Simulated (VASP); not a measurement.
Input of a VASP 6.6.1 run:

Contents of INCAR:

```
SYSTEM = Ir
  ALGO = Fast
  EDIFF = 1E-7
  ENCUT = 520
  GGA = PE
  ISIF = 2
  ISMEAR = 0
  LASPH = .TRUE.
  LCHARG = .FALSE.
  LREAL = .FALSE.
  LWAVE = .FALSE.
  NBANDS = 50
  NELM = 60
  PREC = Accurate
  SIGMA = 0.1
```

The input KPOINTS:

```
k-points
0
G
  18 18 3
  0 0 0
```

Contents of POSCAR:

```
Ir
1.0
    2.7393804716      0.0000000000      0.0000000000
   -1.3696902358      2.3723730790      0.0000000000
    0.0000000000      0.0000000000     20.1350143186
Ir
9
Direct
    0.0000000000      0.0000000000      0.0000000000
    0.3333333333      0.6666666667      0.1102681288
    0.0000000000      0.0000000000      0.2230652045
    0.3333333333      0.6666666667      0.3333333333
    0.6666666667      0.3333333333      0.4436014622
    0.3333333333      0.6666666667      0.5563985378
    0.6666666667      0.3333333333      0.6666666667
    0.0000000000      0.0000000000      0.7769347955
    0.6666666667      0.3333333333      0.8897318712
```

Potentials or basis: VASP PAW PBE potentials, release 64 (Ir).

Command:

```sh
$ cat potpaw_PBE.64/Ir/POTCAR > POTCAR
$ mpirun -np 1 vasp_std > vasp.out
```

Task: Estimate the pressure.

Result: 0.5 GPa.

Task: Predict the largest force.

Result: 0.008 eV/Å.

Forces in eV/Å, atoms in the order of the input:
```
Ir   0.000  0.000  0.000
Ir   0.000  0.000  0.008
Ir   0.000  0.000 -0.008
Ir   0.000  0.000  0.000
Ir   0.000  0.000  0.008
Ir   0.000  0.000 -0.008
Ir   0.000  0.000  0.000
Ir   0.000  0.000  0.008
Ir   0.000  0.000 -0.008
```
